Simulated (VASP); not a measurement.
The system is CoO.

```
CELL_PARAMETERS angstrom
0.00000 2.09093 2.09093
2.09093 0.00000 2.09093
2.09093 2.09093 0.00000
ATOMIC_POSITIONS crystal
Co 0.00000 0.00000 0.00000
O 0.75000 0.75000 0.75000
```

| Quantity | Value |
| --- | --- |
| Program | VASP 6.6.1 |
| Task | relaxation of cell and atoms |
| Functional | PBE |
| Potentials or basis | VASP PAW PBE potentials, release 64 (Co, O) |
| Cutoff | 600 eV |
| k mesh | 8 × 8 × 8 |
| Occupations | gaussian, width 0.1 eV |
| Spin | collinear spin, ferromagnetic start |
| Starting moments | [3.0, 0.0] μB |

At the start: pressure 39.3 GPa; volume 9.14 Å³/atom.

Task: Where does the relaxation end?

Result: Over 4 steps the energy falls by 194.8 meV/atom and the volume is 11.38 Å³/atom (+24.5 %); space group F-43m (No. 216, to 0.05 Å); moment 2.77 μB per cell.

Step by step:
```tsv
step	energy change (eV)	largest force (eV/Å)	pressure (GPa)	volume (Å³)
1	0.0000	0.0000	39.30	18.28
2	-0.3229	0.0000	-9.68	24.88
3	-0.3856	0.0000	2.45	22.31
4	-0.3896	0.0000	0.21	22.77
```

Final structure:
```
CELL_PARAMETERS angstrom
0.00000 2.24960 2.24960
2.24960 0.00000 2.24960
2.24960 2.24960 0.00000
ATOMIC_POSITIONS crystal
Co 0.00000 0.00000 0.00000
O 0.75000 0.75000 0.75000
```

Caveat: the volume moved by over 15 % at a fixed basis, so the end points are rough; a cell with one magnetic atom can't hold antiferromagnetic order, which such compounds often take.
